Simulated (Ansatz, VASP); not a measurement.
BW3 in VASP and in Ansatz

```
CELL_PARAMETERS angstrom
0.00000 3.13012 3.13012
3.13012 0.00000 3.13012
3.13012 3.13012 0.00000
ATOMIC_POSITIONS crystal
B 0.00000 0.00000 0.00000
W 0.25000 0.25000 0.25000
W 0.75000 0.75000 0.75000
W 0.50000 0.50000 0.50000
```

Change from the starting cell: species swapped into the Ta3Os type (Fm-3m, No. 225).

Alike in both runs: task single point; functional PBE; k mesh 6 × 6 × 6; occupations gaussian, width 0.1 eV; no spin polarisation.

```csv
,VASP,Ansatz
version,VASP 6.6.1,Ansatz 0.2.0
potentials or method,"VASP PAW PBE potentials, release 64 (B, W_sv), cutoff 520 eV","scalar-relativistic, plane waves, PAW"
valence electrons in the cell,45,45
```

|  | VASP | Ansatz | Ansatz less VASP |
| --- | --- | --- | --- |
| gap on the k mesh at the Fermi level (eV) | none | none | - |
| pressure (GPa) | -17.9 | -18.3 | -0.37 |

A gap of «none» marks a metal or a gap that the smearing closes.

Neither program's run includes spin-orbit coupling.
